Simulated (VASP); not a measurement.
# LiCu (P4/mmm) in VASP: further runs, part 2 of 2

VASP 6.6.1.

## (5) Single point, PBE (volume scaled by 0.94, then relaxed in part)

File INCAR:

```
PREC = Accurate ; ENCUT = 520
EDIFF = 1E-6 ; ISMEAR = 0
SIGMA = 0.1 ; LREAL = F
LASPH = T ; NELM = 60
ALGO = Fast ; ISIF = 2
LWAVE = F ; LCHARG = T
GGA = PE ; LELF = T
LVHAR = T ; NBANDS = 14
```

File KPOINTS:

```
Automatic mesh
0
Gamma
  20 20 16
```

File POSCAR:

```
LiCu
1.0
    2.5364557035      0.0000000000      0.0000000000
    0.0000000000      2.5364557035      0.0000000000
    0.0000000000      0.0000000000      3.7690665032
Li Cu
1 1
Direct
    0.5000000000      0.5000000000      0.5000000000
    0.0000000000      0.0000000000      0.0000000000
```

Potentials or basis: VASP PAW PBE potentials, release 64 (Li_sv, Cu).

Started as:

```
> cat potpaw_PBE.64/Li_sv/POTCAR potpaw_PBE.64/Cu/POTCAR > POTCAR
> mpirun -np 1 vasp_std > vasp.out
```

OUTCAR:

```text
PREC = Accurate
   ENCUT = 520
   EDIFF = 1E-6
   ISMEAR = 0
   LREAL = F
   LASPH = T
   NELM = 60
   ISIF = 2
   GGA = PE

 ion  position               nearest neighbor table
   1  0.500  0.500  0.500-   2 2.60   2 2.60   2 2.60   2 2.60   2 2.60   2 2.60   2 2.60   2 2.60

   2  0.000  0.000  0.000-   1 2.60   1 2.60   1 2.60   1 2.60   1 2.60   1 2.60   1 2.60   1 2.60

  LATTYP: Found a simple tetragonal cell.
 ALAT       =     2.5364557035
 C/A-ratio  =     1.4859579444

  Lattice vectors:

 A1 = (   2.5364557035,   0.0000000000,   0.0000000000)
 A2 = (   0.0000000000,   2.5364557035,   0.0000000000)
 A3 = (   0.0000000000,   0.0000000000,   3.7690665032)

Analysis of symmetry for initial positions (statically):
=====================================================================
 Subroutine PRICEL returns:
 Original cell was already a primitive cell.

 Routine SETGRP: Setting up the symmetry group for a
 simple tetragonal supercell.

 Subroutine GETGRP returns: Found 16 space group operations
 (whereof 16 operations were pure point group operations)
 out of a pool of 16 trial point group operations.

[... 177 lines left out ...]
      5       2.4466      2.00000
      6       2.4466      2.00000
      7       2.8378      2.00000
      8       5.9380      0.00000
      9      11.6114      0.00000
     10      17.8445      0.00000
     11      17.8445      0.00000
     12      21.3227      0.00000
     13      26.9555      0.00000
     14      27.7729      0.00000
[... 377 lines left out ...]
      1     -40.7877      2.00000
      2      -1.2030      2.00000
      3       1.2566      2.00000
      4       1.4160      2.00000
      5       1.9081      2.00000
      6       2.3645      2.00000
      7       2.5631      2.00000
      8       7.6411      0.00000
      9      11.0471      0.00000
     10      13.4933      0.00000
     11      17.6095      0.00000
     12      21.8153      0.00000
     13      22.6258      0.00000
     14      25.8110      0.00000

 [... further k-points ...]

------------------------ aborting loop because EDIFF is reached ----------------------------------------

  FORCE on cell =-STRESS in cart. coord.  units (eV):
  Direction    XX          YY          ZZ          XY          YZ          ZX
  --------------------------------------------------------------------------------------
  -------------------------------------------------------------------------------------
  Total        0.6009474      0.6009474      0.5373502      0.0000000     -0.0000000     -0.0000000
  in kB       39.7062317     39.7062317     35.5041903      0.0000000     -0.0000000     -0.0000000
  external PRESSURE =      38.3055512 kB  Pullay stress =       0.0000000 kB

 VOLUME and BASIS-vectors are now :
 -----------------------------------------------------------------------------
  energy-cutoff  :      520.00
  volume of cell :       24.25
      direct lattice vectors                 reciprocal lattice vectors
     2.536455704  0.000000000  0.000000000     0.394250922  0.000000000  0.000000000
     0.000000000  2.536455704  0.000000000     0.000000000  0.394250922  0.000000000
     0.000000000  0.000000000  3.769066503     0.000000000  0.000000000  0.265317685

 POSITION                                       TOTAL-FORCE (eV/Angst)
 -----------------------------------------------------------------------------------
      1.26823      1.26823      1.88453         0.000000      0.000000      0.000000
      0.00000      0.00000      0.00000         0.000000      0.000000      0.000000
 -----------------------------------------------------------------------------------
    total drift:                                0.000000      0.000000      0.000000

  FREE ENERGIE OF THE ION-ELECTRON SYSTEM (eV)
  ---------------------------------------------------
  free  energy   TOTEN  =        -5.6595873941 eV

  energy  without entropy=       -5.6558200456  energy(sigma->0) =       -5.65770372
```

Run time: 2.2 min. Hardware: 1 thread of Intel Xeon 6975P-C (Granite Rapids), shared host; peak memory 0.29 GiB.

What came out:

| Item | Value |
| --- | --- |
| Free energy | -5.6596 eV |
| Band gap on the k mesh | zero (band 7 reaches 9.75 eV, above the bottom of band 8 at 2.78 eV) |

Caveat: the cutoff is under 1.25 times the usual one of these potentials, so pressure, stress and relaxed cells hold a basis-set (Pulay) error.

## (6) Single point, PBE (volume scaled by 0.97, then relaxed in part)

File INCAR:

```
PREC = Accurate
ENCUT = 520
EDIFF = 1E-7
ISMEAR = 0
SIGMA = 0.1
LREAL = F
LASPH = T
NELM = 60
ALGO = Fast
ISIF = 2
LWAVE = F
LCHARG = F
GGA = PE
NBANDS = 14
```

File KPOINTS:

```
regular mesh
0
Gamma
  20 20 16
```

File POSCAR:

```
LiCu
1.0
    2.5527711682      0.0000000000      0.0000000000
    0.0000000000      2.5527711682      0.0000000000
    0.0000000000      0.0000000000      3.8397988412
Li Cu
1 1
Direct
    0.5000000000      0.5000000000      0.5000000000
    0.0000000000      0.0000000000      0.0000000000
```

Potentials or basis: VASP PAW PBE potentials, release 64 (Li_sv, Cu).

Started as:

```
> cat potpaw_PBE.64/Li_sv/POTCAR potpaw_PBE.64/Cu/POTCAR > POTCAR
> mpirun -np 1 vasp_std > vasp.out
```

It took 2.5 min on 1 thread of Intel Xeon 6975P-C (Granite Rapids), shared host; peak memory 0.3 GiB.

The run converged. Its results:

```yaml
Free_energy: -5.6741 eV
Band_gap_on_the_k_mesh: zero (band 7 reaches 9.45 eV, above the bottom of band 8 at 2.58 eV)
```

Levels at points of the mesh, in eV from the Fermi level:
| k point | band 4 | band 5 | band 6 | band 7 | band 8 | band 9 | band 10 | band 11 |
| --- | --- | --- | --- | --- | --- | --- | --- | --- |
| (0.00, 0.00, 0.00) | -3.46 | -2.22 | -2.22 | -1.83 | 1.09 | 6.56 | 13.05 | 13.05 |
| (0.50, 0.00, 0.00) | -3.17 | -2.40 | -2.13 | -0.70 | -0.07 | 7.25 | 8.44 | 9.65 |
| (0.50, 0.50, 0.00) | -3.00 | -2.56 | -1.42 | 2.28 | 2.28 | 5.66 | 9.24 | 11.11 |
| (0.00, 0.00, 0.50) | -2.73 | -2.61 | -2.26 | -2.26 | -1.83 | 15.24 | 15.25 | 15.34 |
| (0.50, 0.00, 0.50) | -2.39 | -2.36 | -2.15 | -0.51 | -0.33 | 2.13 | 6.51 | 17.35 |
| (0.50, 0.50, 0.50) | -3.26 | -2.25 | -1.42 | 4.98 | 4.98 | 5.96 | 5.96 | 6.25 |

Caveat: the cutoff is under 1.25 times the usual one of these potentials, so pressure, stress and relaxed cells hold a basis-set (Pulay) error.

## (7) Overview

```csv
cell,k mesh,gap on the mesh (eV)
"a = 2.719, b = 2.719, c = 3.411 Å, 2 atoms",6 × 6 × 6,none
"a = 2.499, b = 2.499, c = 3.635 Å, 2 atoms",20 × 20 × 16,none
"a = 2.521, b = 2.521, c = 3.695 Å, 2 atoms",20 × 20 × 16,none
"a = 2.536, b = 2.536, c = 3.769 Å, 2 atoms",20 × 20 × 16,none
"a = 2.553, b = 2.553, c = 3.840 Å, 2 atoms",20 × 20 × 16,none
```

Alike in all rows: task single point; level PBE; potentials or basis VASP PAW PBE potentials, release 64 (Li_sv, Cu); no spin polarisation; cutoff (eV) 520; smearing gaussian 0.1 eV.

Caveats: some runs use coarse meshes; the cutoff is under 1.25 times the usual one of these potentials, so pressure, stress and relaxed cells hold a basis-set (Pulay) error.

Absolute energies hang on the potentials; compare differences alone.
